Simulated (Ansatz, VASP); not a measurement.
**BAs: VASP beside Ansatz**

```xyz
2
Lattice="0.0000 2.3913 2.3913 2.3913 0.0000 2.3913 2.3913 2.3913 0.0000" Properties=species:S:1:pos:R:3 pbc="T T T"
B     0.0000    0.0000    0.0000
As    1.1956    1.1956    1.1956
```

Alike in both runs: functional r2SCAN; k mesh 8 × 8 × 8; occupations gaussian, width 0.02 eV; no spin polarisation.

Ansatz relaxed the structure, and its values are those at the end. VASP's run is a single point on that final structure, the one shown.

|  | VASP | Ansatz |
| --- | --- | --- |
| version | VASP 6.6.1 | Ansatz 0.2.0 |
| potentials or method | VASP PAW PBE potentials, release 64 (B, As), cutoff 520 eV | scalar-relativistic, plane waves, PAW |
| valence electrons in the cell | 8 | 18 |

```tsv
	VASP	Ansatz	Ansatz less VASP
gap on the k mesh at the Fermi level (eV)	1.38	1.38	0.000
least direct gap on the mesh (eV)	3.44	3.44	-0.006
pressure (GPa)	0.4	0.0	-0.36
```

VASP's potentials were made for PBE, not for r2SCAN. VASP's potentials hold 8 valence electrons a cell and Ansatz's 18, so a difference there can come from the potentials and not from the codes.
